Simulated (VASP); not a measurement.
Wanted: the native input for a VASP 6.6.1 run.

```
Task                   : single point
Functional             : PBEsol
Potentials or basis    : VASP PAW PBE potentials, release 64 (Sn_d, Pb_d, Se)
Cutoff                 : 520 eV
k mesh                 : 6 × 6 × 6
Occupations            : gaussian, width 0.1 eV
Spin                   : no spin polarisation
Dipole correction      : no
Further INCAR settings : ALGO = Normal; EDIFF = 1e-06; NBANDS = 50
```

The structure of SnPb3Se4 lies in POSCAR:

```
SnPb3Se4
1.0
    6.0675063065      0.0000000000      0.0000000000
    0.0000000000     -6.0675063065      0.0000000000
    0.0000000000      0.0000000000     -6.0675063065
Sn Pb Se
1 3 4
Direct
    0.0000000000      0.5000000000      0.5000000000
    0.5000000000      0.0000000000      0.5000000000
    0.5000000000      0.5000000000      0.0000000000
    0.0000000000      0.0000000000      0.0000000000
    0.5000000000      0.0000000000      0.0000000000
    0.0000000000      0.5000000000      0.0000000000
    0.0000000000      0.0000000000      0.5000000000
    0.5000000000      0.5000000000      0.5000000000
```

One way to write it, as run:

INCAR

```
PREC = Accurate ; ENCUT = 520
EDIFF = 1E-6 ; ISMEAR = 0
SIGMA = 0.1 ; LREAL = False
LASPH = True ; NELM = 80
ALGO = Normal ; ISIF = 2
LWAVE = False ; LCHARG = False
GGA = PS ; NBANDS = 50
```

KPOINTS

```
regular mesh
0
Gamma
  6 6 6
```

Potentials or basis: VASP PAW PBE potentials, release 64 (Sn_d, Pb_d, Se).

Launch:

```console
$ cat potpaw_PBE.64/Sn_d/POTCAR potpaw_PBE.64/Pb_d/POTCAR potpaw_PBE.64/Se/POTCAR > POTCAR
$ mpirun -np 1 vasp_std > vasp.out
```

Results of the run:

* Pressure: 0.0 GPa
* Band gap on the k mesh: zero (filled and empty bands touch)

Caveat: semilocal functionals underestimate gaps, and a narrow one can read as zero; the PAW data sets were made with another functional, which shifts forces and pressure a little; spin-orbit coupling is left out, which moves the levels of the heavy elements.

Run time: 2.4 min on 1 thread of Intel(R) Xeon(R) 6975P-C (Granite Rapids) (shared host), peak memory 0.44 GiB.
